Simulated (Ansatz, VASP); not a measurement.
# One calculation of Ag, two programs

```
Ag
1.0
    -1.65156    1.65156    1.65156
     1.65156   -1.65156    1.65156
     1.65156    1.65156   -1.65156
Ag
1
Direct
  0.00000 0.00000 0.00000
```

Alike in both runs: task relaxation of cell and atoms; functional PBE; k mesh 18 × 18 × 18; occupations fermi-dirac, width 0.05 eV; no spin polarisation.

```csv
,VASP,Ansatz
version,VASP 6.6.1,Ansatz 0.2.0
potentials or method,"VASP PAW PBE potentials, release 64 (Ag), cutoff 500 eV","all-electron LAPW, scalar-relativistic"
```

|  | VASP | Ansatz | Ansatz less VASP |
| --- | --- | --- | --- |
| relaxed volume (Å³/atom) | 18.00 | 18.02 | +0.023 |
| relaxed cell length with the largest relative difference (Å) | 2.859 | 2.861 | +0.0012 |

Ansatz ran all-electron here, and VASP with PAW potentials.
